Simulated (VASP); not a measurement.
# Be2Si: single point with PBE

The system is Be2Si.

```xyz
3
Lattice="0.0000 2.6400 2.6400 2.6400 0.0000 2.6400 2.6400 2.6400 0.0000" Properties=species:S:1:pos:R:3 pbc="T T T"
Si    0.0000    0.0000    0.0000
Be    1.3200    1.3200    1.3200
Be    3.9600    3.9600    3.9600
```

```yaml
Program: VASP 6.6.1
Task: single point
Functional: PBE
Potentials_or_basis: VASP PAW PBE potentials, release 64 (Si, Be)
Cutoff: 520 eV
k_mesh: 5 × 5 × 5
Occupations: fermi-dirac, width 0.05 eV
Spin: no spin polarisation
```

* Pressure: 0.2 GPa
* Band gap on the k mesh: zero (band 4 reaches 7.10 eV, above the bottom of band 5 at 6.52 eV)

Levels at points of the mesh, in eV from the Fermi level:
| k point | band 2 | band 3 | band 4 | band 5 | band 6 | band 7 |
| --- | --- | --- | --- | --- | --- | --- |
| (0.00, 0.00, 0.00) | 0.58 | 0.58 | 0.58 | 0.99 | 0.99 | 0.99 |

Run time: 14 s on 1 thread of Intel Xeon 6975P-C, with other jobs on the host, peak memory 0.14 GiB.

Caveat: the k points lie up to 0.41 Å⁻¹ apart.
